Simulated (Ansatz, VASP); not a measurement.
## Two plane-wave programs on CsAs3

```
Cs As
1.0
     5.23488    0.00000    0.00000
     0.00000    5.23488    0.00000
     0.00000    0.00000    7.28484
Cs As
1 3
Direct
  0.50000 0.50000 0.50000
  0.00000 0.00000 0.69602
  0.00000 0.00000 0.30398
  0.00000 0.00000 0.00000
```

Alike in both runs: functional PBE; k mesh 8 × 8 × 6; occupations gaussian, width 0.02 eV; no spin polarisation.

Ansatz relaxed the structure, and its values are those at the end. VASP's run is a single point on that final structure, the one shown.

|  | VASP | Ansatz |
| --- | --- | --- |
| version | VASP 6.6.1 | Ansatz 0.2.0 |
| potentials or method | VASP PAW PBE potentials, release 64 (Cs_sv, As), cutoff 520 eV | scalar-relativistic, plane waves, PAW |
| valence electrons in the cell | 24 | 54 |

Ansatz gave:

| Item | Value |
| --- | --- |
| gap on the k mesh at the Fermi level (eV) | 0.21 |
| least direct gap on the mesh (eV) | 0.21 |
| pressure (GPa) | 0.0 |
| rms of the force components (eV/Å) | 0.002 |

Q: Which values does VASP return?

A: gap on the k mesh at the Fermi level (eV): 0.21; least direct gap on the mesh (eV): 0.21; pressure (GPa): 0.1; rms of the force components (eV/Å): 0.032.

The functional is the same, so the differences come from potentials, cutoffs and numerics. VASP's potentials hold 24 valence electrons a cell and Ansatz's 54, so a difference there can come from the potentials and not from the codes. Ansatz's warnings: xc potential rough in thin density.

Neither program's run includes spin-orbit coupling.
